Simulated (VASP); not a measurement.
Input of a VASP 6.6.1 run:

File INCAR:

```
PREC     = Accurate       # precision mode
ENCUT    = 520            # plane-wave cutoff, eV
EDIFF    = 1E-6           # SCF threshold, eV
ISMEAR   = 0              # smearing method
SIGMA    = 0.15           # smearing width, eV
LREAL    = F              # projectors in reciprocal space
LASPH    = T              # aspherical terms in the spheres
NELM     = 60             # most SCF steps
ALGO     = Normal         # electronic algorithm
ISIF     = 2              # what is computed and relaxed
LWAVE    = F              # write WAVECAR
LCHARG   = F              # write CHGCAR
GGA      = PS             # functional
NBANDS   = 15             # bands
```

File KPOINTS:

```
regular mesh
0
Gamma
  24 24 24
```

The input POSCAR:

```
TaN
1.0
    0.0000000000      2.1878447036      2.1550270330
    2.1878447036      0.0000000000      2.1550270330
    2.1878447036      2.1878447036      0.0000000000
Ta N
1 1
Direct
    0.5000000000      0.5000000000      0.5000000000
    0.0000000000      0.0000000000      0.0000000000
```

Potentials or basis: VASP PAW PBE potentials, release 64 (Ta_pv, N).

Run with:

```sh
$ cat potpaw_PBE.64/Ta_pv/POTCAR potpaw_PBE.64/N/POTCAR > POTCAR
$ mpirun -np 1 vasp_std > vasp.out
```

(1) Predict the pressure.

(2) Estimate the band gap on the k mesh.

## Answers

(1) 6.9 GPa.

(2) zero (bands 8 and 9 overlap by 4.21 eV).

Caveat: the cell differs from its parent crystal (strain +0.000 along x and y, -0.015 along z); the cell stands under pressure; the PAW data sets were made with another functional, which shifts forces and pressure a little; spin-orbit coupling is left out, which moves the levels of the heavy elements.
